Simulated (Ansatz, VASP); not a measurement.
# ZnGe3 in VASP and in Ansatz

```
Zn Ge
1.0
     4.14592    0.00000    0.00000
     0.00000    4.14592    0.00000
     0.00000    0.00000    4.14592
Zn Ge
1 3
Cartesian
  0.0000 0.0000 0.0000
  0.0000 2.0730 2.0730
  2.0730 0.0000 2.0730
  2.0730 2.0730 0.0000
```

Alike in both runs: task single point; functional r2SCAN; k mesh 6 × 6 × 6; no spin polarisation.

```csv
,VASP,Ansatz
version,VASP 6.6.1,Ansatz 0.2.0
potentials or method,"VASP PAW PBE potentials, release 64 (Zn, Ge_d), cutoff 520 eV","plane waves, PAW"
occupations,"methfessel-paxton of order 1, width 0.1 eV",cold
valence electrons in the cell,54,54
```

|  | VASP | Ansatz | Ansatz less VASP |
| --- | --- | --- | --- |
| pressure (GPa) | 1.2 | 1.3 | +0.12 |

VASP's potentials were made for PBE, not for r2SCAN.
